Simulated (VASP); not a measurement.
Crystal: BaS.

```xyz
2
Lattice="0.0000 3.2257 3.2257 3.2257 0.0000 3.2257 3.2257 3.2257 0.0000" Properties=species:S:1:pos:R:3 pbc="T T T"
Ba    0.0000    0.0000    0.0000
S     3.2257    3.2257    3.2257
```

Base run:

```yaml
Program: VASP 6.6.1
Functional: LDA
Potentials_or_basis: VASP PAW LDA potentials, release 64 (Ba_sv, S)
Cutoff: 520 eV
k_mesh: 8 × 8 × 8
Occupations: fermi-dirac, width 0.03 eV
Spin: no spin polarisation
```

Its results: band gap on the k mesh 1.95 eV, indirect (least direct gap 2.11 eV); pressure -3.0 GPa.

Question: The run is repeated on the same cell with these changes: k mesh from 8 × 8 × 8 to 8 × 8 × 8, shifted; further incar settings from ALGO = Normal; EDIFF = 1e-07; NBANDS = 15 to ALGO = Normal; EDIFF = 1e-08; NBANDS = 15; ISYM = 0. What comes out?

Answer: Band gap on the k mesh 2.11 eV, indirect (least direct gap 2.25 eV); pressure -3.0 GPa.

Caveats: spin-orbit coupling is left out, which moves the levels of the heavy elements.

A k mesh can miss the band edges.
